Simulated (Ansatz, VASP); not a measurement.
## One calculation of Zn, two programs

INCAR

```
SYSTEM = Zn
PREC = Accurate
ENCUT = 520
EDIFF = 1E-8
ISMEAR = -1
SIGMA = 0.03
LREAL = .False.
LASPH = .True.
NELM = 60
ALGO = Normal
ISIF = 2
LWAVE = .False.
LCHARG = .False.
GGA = PS
LEFG = .True.
NBANDS = 19
```

Contents of KPOINTS:

```
Automatic mesh
0
Gamma
  16 16 8
  0 0 0
```

File POSCAR:

```
Zn
1.0
    2.6736512679      0.0000000000      0.0000000000
   -1.3368256340      2.3154499188      0.0000000000
    0.0000000000      0.0000000000      4.9631343400
Zn
2
Direct
    0.3333333333      0.6666666667      0.2500000000
    0.6666666667      0.3333333333      0.7500000000
```

Input for Ansatz:

```yaml
crystal:
  lattice:
    - [2.6736512679, 0.0, 0.0]
    - [-1.336825634, 2.3154499188, 0.0]
    - [0.0, 0.0, 4.96313434]
  atoms:
    - { symbol: Zn, position: [0.3333333333, 0.6666666667, 0.25] }
    - { symbol: Zn, position: [0.6666666667, 0.3333333333, 0.75] }
kpoints:
  mp_grid: { grid: [16, 16, 8] }
scf:
  occupations: { method: fermi_dirac, width: 0.03 }
hamiltonian:
  xc: pbesol
  pseudopotentials: { kind: paw }
output:
  forces: true
  stress: true
  eigenvalues: true
  efg: { contact_densities: true }
```

Change from the starting cell: volume scaled by 1.01, PAW files.

Alike in both runs: task electric field gradients; functional PBEsol; k mesh 16 × 16 × 8; occupations fermi-dirac, width 0.03 eV; no spin polarisation.

```csv
,VASP,Ansatz
version,VASP 6.6.1,Ansatz 0.2.0
potentials or method,"VASP PAW PBE potentials, release 64 (Zn)","PAW with Ansatz's default frozen-core files, scalar-relativistic"
plane-wave cutoff (eV),520,420
valence electrons in the cell,24,24
```

|  | VASP | Ansatz | Ansatz less VASP |
| --- | --- | --- | --- |
| pressure (GPa) | -5.8 | -6.1 | -0.34 |
| traceless stress, the component that is largest in VASP (GPa) | 0.43 | 0.56 | +0.128 |
| size of Vzz on the site where it differs most (V/Å²) | 37.0 | 36.8 | -0.26 |

VASP's potentials were made for PBE, not for PBEsol. With one functional, cell and mesh, what is left measures potentials, basis and numerics.
